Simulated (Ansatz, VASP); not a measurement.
**One calculation of SnSe2, two programs**

```
Sn Se
1.0
     7.62200    0.00000    0.00000
    -3.81100    6.60085    0.00000
     0.00000    0.00000    6.13600
Sn Se
4 8
Direct
  0.00000 0.00000 0.00000
  0.00000 0.50000 0.00000
  0.50000 0.00000 0.00000
  0.50000 0.50000 0.00000
  0.16667 0.33333 0.24900
  0.33333 0.16667 0.75100
  0.16667 0.83333 0.24900
  0.33333 0.66667 0.75100
  0.66667 0.33333 0.24900
  0.83333 0.16667 0.75100
  0.66667 0.83333 0.24900
  0.83333 0.66667 0.75100
```

Alike in both runs: task single point; functional PBE; k mesh 3 × 3 × 2; occupations fermi-dirac, width 0.02 eV; no spin polarisation.

|  | VASP | Ansatz |
| --- | --- | --- |
| version | VASP 6.6.1 | Ansatz 0.2.0 |
| potentials or method | VASP PAW PBE potentials, release 64 (Sn_d, Se) | plane waves, PAW |
| plane-wave cutoff (eV) | 500 | 420 |
| valence electrons in the cell | 104 | 184 |

VASP gave:

```
gap on the k mesh at the Fermi level (eV) : 0.87
```

Q: Which values does Ansatz return?

A: gap on the k mesh at the Fermi level (eV): 0.88.

VASP's potentials hold 104 valence electrons a cell and Ansatz's 184, so a difference there can come from the potentials and not from the codes.

The k mesh is coarse, so the values compare programs but aren't converged.
